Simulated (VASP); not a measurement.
A run of VASP 6.6.1 is set up as follows.

File INCAR:

```
SYSTEM = MnO2
PREC = Accurate
ENCUT = 520
EDIFF = 1E-6
ISMEAR = -1
SIGMA = 0.02
LREAL = .False.
LASPH = .True.
NELM = 150
ALGO = Normal
ISIF = 2
LWAVE = .False.
LCHARG = .True.
ISPIN = 2
MAGMOM = 4 4 0 0 0 0
LORBIT = 11
LMAXMIX = 4
LDAU = .True.
LDAUTYPE = 2
LDAUL = 2 -1
LDAUU = 6 0
LDAUJ = 0 0
LDAUPRINT = 1
GGA = PS
LELF = .True.
LVHAR = .True.
NBANDS = 38
```

KPOINTS

```
Automatic mesh
0
Gamma
  9 7 5
  0 0 0
```

POSCAR

```
MnO2
1.0
    2.8846664194      0.0000000000      0.0000000000
    0.0000000000      3.8190051285      0.0000000000
    0.0000000000      0.0000000000      6.1228918541
Mn O
2 4
Direct
    0.5000000000      0.5000000000      0.3433015000
    0.0000000000      0.0000000000      0.6566985000
    0.5000000000      0.0000000000      0.8375675000
    0.0000000000      0.5000000000      0.1624325000
    0.5000000000      0.0000000000      0.4217995000
    0.0000000000      0.5000000000      0.5782005000
```

Potentials or basis: VASP PAW PBE potentials, release 64 (Mn_pv, O).

Run with:

```console
$ cat potpaw_PBE.64/Mn_pv/POTCAR potpaw_PBE.64/O/POTCAR > POTCAR
$ mpirun -np 1 vasp_std > vasp.out
```

(1) Predict the site moments.

(2) Predict the largest force.

(3) Estimate the net moment.

(4) Predict the band gap on the k mesh.

## Answers

(1) Mn +3.54; O -0.33, -0.21 (each value once) μB.

(2) 0.495 eV/Å.

(3) 6.00 μB per cell.

(4) zero (filled and empty bands overlap).

Caveat: the PAW data sets were made with another functional, which shifts forces and pressure a little; only a ferromagnetic start was run, and an antiferromagnetic order may lie lower in energy.
